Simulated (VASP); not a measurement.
Ir:

```
Ir
1.0
     2.79895    0.00000    0.00000
    -1.39948    2.42396    0.00000
     0.00000    0.00000    9.02718
Ir
4
Direct
  0.00000 0.00000 0.00000
  0.00000 0.00000 0.50000
  0.33333 0.66667 0.75000
  0.66667 0.33333 0.25000
```

| Item | Value |
| --- | --- |
| Program | VASP 6.6.1 |
| Task | relaxation of cell and atoms |
| Functional | r2SCAN |
| Potentials or basis | VASP PAW PBE potentials, release 64 (Ir) |
| Cutoff | 600 eV |
| k mesh | 9 × 9 × 2 |
| Occupations | gaussian, width 0.1 eV |
| Spin | no spin polarisation |

At the start: pressure -21.0 GPa; volume 15.31 Å³/atom.

**Question.** Where does the relaxation end?

**Answer.** Over 7 steps the energy falls by 69.6 meV/atom and the volume is 14.33 Å³/atom (-6.4 %); space group P6_3/mmc (No. 194, to 0.05 Å).

The path:
```
step  energy change (eV)  largest force (eV/Å)  pressure (GPa)  volume (Å³)
   1              0.0000                0.0000          -21.02        61.25
   2              4.6461                0.0000          163.81        45.11
   3             -0.2746                0.0000           -2.50        57.70
   4             -0.2774                0.0000           -0.82        57.43
   5             -0.2778                0.0000            0.03        57.30
   6             -0.2779                0.0000            0.01        57.30
   7             -0.2784                0.0000            0.01        57.30
```

Final structure:
```cif
data_structure
_symmetry_space_group_name_H-M 'P 1'
_symmetry_Int_Tables_number 1
_cell_length_a 2.7335
_cell_length_b 2.7335
_cell_length_c 8.8549
_cell_angle_alpha 90.000
_cell_angle_beta 90.000
_cell_angle_gamma 120.000
_cell_volume 57.30
loop_
_atom_site_label
_atom_site_type_symbol
_atom_site_fract_x
_atom_site_fract_y
_atom_site_fract_z
_atom_site_occupancy
Ir1 Ir 0.00000 0.00000 0.00000 1
Ir2 Ir 0.00000 0.00000 0.50000 1
Ir3 Ir 0.33333 0.66667 0.75000 1
Ir4 Ir 0.66667 0.33333 0.25000 1
```

Caveat: the PAW data sets were made with another functional, which shifts forces and pressure a little.
